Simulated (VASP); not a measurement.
Wanted: the native input for a VASP 6.6.1 run.

```
Task                   : single point
Functional             : r2SCAN
Potentials or basis    : VASP PAW PBE potentials, release 64 (Na_pv, I)
Cutoff                 : 520 eV
k mesh                 : 6 × 6 × 6
Occupations            : fermi-dirac, width 0.02 eV
Spin                   : no spin polarisation
Dipole correction      : no
Further INCAR settings : ALGO = Normal; EDIFF = 1e-07; NBANDS = 14
```

Crystal: NaI.

```
Na I
1.0
     0.00000    3.54319    3.54319
     3.54319    0.00000    3.54319
     3.54319    3.54319    0.00000
Na I
1 1
Direct
  0.00000 0.00000 0.00000
  0.25000 0.25000 0.25000
```

One way to write it, as run:

POSCAR

```
NaI
1.0
    0.0000000000      3.5431926705      3.5431926705
    3.5431926705      0.0000000000      3.5431926705
    3.5431926705      3.5431926705      0.0000000000
Na I
1 1
Direct
    0.0000000000      0.0000000000      0.0000000000
    0.2500000000      0.2500000000      0.2500000000
```

INCAR.step1

```
SYSTEM = NaI
ALGO = Normal ; EDIFF = 1E-4
ENCUT = 520 ; GGA = PE
ISMEAR = -1 ; LASPH = .TRUE.
LCHARG = .FALSE. ; LREAL = .FALSE.
LWAVE = .TRUE. ; NBANDS = 14
NELM = 60 ; PREC = Accurate
SIGMA = 0.02
```

INCAR.step2

```
SYSTEM = NaI
ALGO = Normal ; EDIFF = 1E-7
ENCUT = 520 ; ISIF = 2
ISMEAR = -1 ; ISTART = 1
LASPH = .TRUE. ; LCHARG = .FALSE.
LMIXTAU = .TRUE. ; LREAL = .FALSE.
LWAVE = .FALSE. ; METAGGA = R2SCAN
NBANDS = 14 ; NELM = 60
PREC = Accurate ; SIGMA = 0.02
```

KPOINTS

```
k-points
0
G
  6 6 6
  0 0 0
```

Potentials or basis: VASP PAW PBE potentials, release 64 (Na_pv, I).

Launch:

```bash
$ cat potpaw_PBE.64/Na_pv/POTCAR potpaw_PBE.64/I/POTCAR > POTCAR
$ cp INCAR.step1 INCAR
$ mpirun -np 1 vasp_std > vasp.out
$ cp INCAR.step2 INCAR
$ mpirun -np 1 vasp_std > vasp.out
```

Results of the run:

- Pressure: -0.1 GPa
- Band gap on the k mesh: 4.42 eV, direct

Caveat: the PAW data sets were made with another functional, which shifts forces and pressure a little; spin-orbit coupling is left out, which moves the levels of the heavy elements.

Run time: 2.7 min on 1 thread of AMD EPYC 7R13 Processor (Zen 3), on a shared host, peak memory 0.22 GiB.
